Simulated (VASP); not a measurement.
## Rh: single point with PBEsol

Crystal: Rh.

```
Rh
1.0
     2.69175    0.00000    0.00000
    -1.34587    2.33112    0.00000
     0.00000    0.00000    8.79807
Rh
4
Direct
  0.00000 0.00000 0.00000
  0.33333 0.66667 0.25000
  0.00000 0.00000 0.50000
  0.66667 0.33333 0.75000
```

```json
{"Program": "VASP 6.6.1", "Task": "single point", "Functional": "PBEsol", "Potentials or basis": "VASP PAW PBE potentials, release 64 (Rh_pv)", "Cutoff": "520 eV", "k mesh": "11 × 11 × 3", "Occupations": "fermi-dirac, width 0.1 eV", "Spin": "no spin polarisation"}
```

The pressure is -5.3 GPa and the band gap on the k mesh is zero (band 30 reaches 12.33 eV, above the bottom of band 31 at 10.70 eV).

Stress tensor (GPa, compression positive):
```
-4.82  0.00  0.00
 0.00 -4.82  0.00
 0.00  0.00 -6.20
```

Levels at points of the mesh, in eV from the Fermi level:
```tsv
k point	band 28	band 29	band 30	band 31	band 32	band 33
(0.00, 0.00, 0.00)	-1.43	-1.43	-0.84	-0.84	-0.35	-0.35
```

Run time: 25 s on 1 thread of Intel(R) Xeon(R) 6975P-C (Granite Rapids) (shared host), peak memory 0.19 GiB.

Caveat: the PAW data sets were made with another functional, which shifts forces and pressure a little.
